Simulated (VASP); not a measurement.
Write the native input for VASP 6.6.1 that does the following.

| Property | Result |
| --- | --- |
| Task | single point |
| Functional | PBE |
| Potentials or basis | VASP PAW PBE potentials, release 64 (Sn_d) |
| Cutoff | 520 eV |
| k mesh | 18 × 18 × 18 |
| Occupations | gaussian, width 0.15 eV |
| Spin | no spin polarisation |
| Dipole correction | no |
| Further INCAR settings | ALGO = Fast; EDIFF = 1e-06; NBANDS = 21 |

The structure of Sn lies in POSCAR:

```
Sn
1.0
    0.0000000000      3.6155224952      2.8201075462
    3.6155224952      0.0000000000      2.8201075462
    3.6155224952      3.6155224952      0.0000000000
Sn
2
Direct
    0.5000000000      0.5000000000      0.5000000000
    0.7500000000      0.7500000000      0.7500000000
```

This cell differs from its parent crystal: ratio of the length along z to the lengths across it x 0.78, volume and fractional coordinates fixed.

The input as run:

INCAR

```
PREC = Accurate
ENCUT = 520
EDIFF = 1E-6
ISMEAR = 0
SIGMA = 0.15
LREAL = False
LASPH = True
NELM = 80
ALGO = Fast
ISIF = 2
LWAVE = False
LCHARG = False
GGA = PE
NBANDS = 21
```

KPOINTS

```
regular mesh
0
Gamma
  18 18 18
```

Potentials or basis: VASP PAW PBE potentials, release 64 (Sn_d).

Launch:

```bash
$ cat potpaw_PBE.64/Sn_d/POTCAR > POTCAR
$ mpirun -np 1 vasp_std > vasp.out
```

Results of the run:

```json
{
 "Pressure": "-0.7 GPa",
 "Band gap on the k mesh": "zero (bands 14 and 15 overlap by 0.68 eV)"
}
```

Caveat: spin-orbit coupling is left out, which moves the levels of the heavy elements.

Run time: 5.4 min on 1 thread of Intel(R) Xeon(R) 6975P-C (Granite Rapids), with other jobs on the host, peak memory 0.66 GiB.
